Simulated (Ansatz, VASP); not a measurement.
## Ge2P: VASP beside Ansatz

```
Ge P
1.0
     5.14168    0.00000    0.00000
     0.00000    5.14168    0.00000
     0.00000    0.00000    2.45883
Ge P
2 1
Direct
  0.00000 0.50000 0.00000
  0.50000 0.00000 0.00000
  0.00000 0.00000 0.00000
```

Change from the starting cell: species swapped into the CuI2 type (P4/mmm, No. 123).

Alike in both runs: functional PBE; k mesh 4 × 4 × 6; occupations gaussian, width 0.1 eV; no spin polarisation.

Ansatz relaxed the structure, and its values are those at the end. VASP's run is a single point on that final structure, the one shown.

|  | VASP | Ansatz |
| --- | --- | --- |
| version | VASP 6.6.1 | Ansatz 0.2.0 |
| potentials or method | VASP PAW PBE potentials, release 64 (Ge_d, P), cutoff 520 eV | scalar-relativistic, plane waves, PAW |
| valence electrons in the cell | 33 | 33 |

|  | VASP | Ansatz | Ansatz less VASP |
| --- | --- | --- | --- |
| gap on the k mesh at the Fermi level (eV) | none | none | - |
| pressure (GPa) | 0.0 | 0.0 | +0.06 |

A gap of «none» marks a metal or a gap that the smearing closes.

The k mesh is coarse, so the values compare programs but aren't converged.
